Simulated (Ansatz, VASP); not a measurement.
Two plane-wave programs on Si

```
Si
1.0
     0.00000    2.71356    2.71356
     2.71356    0.00000    2.71356
     2.71356    2.71356    0.00000
Si
2
Direct
  0.75000 0.75000 0.75000
  0.50000 0.50000 0.50000
```

Alike in both runs: task single point; functional BLYP; k mesh 6 × 6 × 6; no spin polarisation.

|  | VASP | Ansatz |
| --- | --- | --- |
| version | VASP 6.6.1 | Ansatz 0.2.0 |
| potentials or method | VASP PAW PBE potentials, release 64 (Si), cutoff 500 eV | plane waves, PAW |
| occupations | gaussian, width 0.01 eV | fixed |
| valence electrons in the cell | 8 | 8 |

|  | VASP | Ansatz | Ansatz less VASP |
| --- | --- | --- | --- |
| pressure (GPa) | 5.4 | 5.2 | -0.16 |

VASP's potentials were made for PBE, not for BLYP. Ansatz's warnings: stress scf threshold loose.
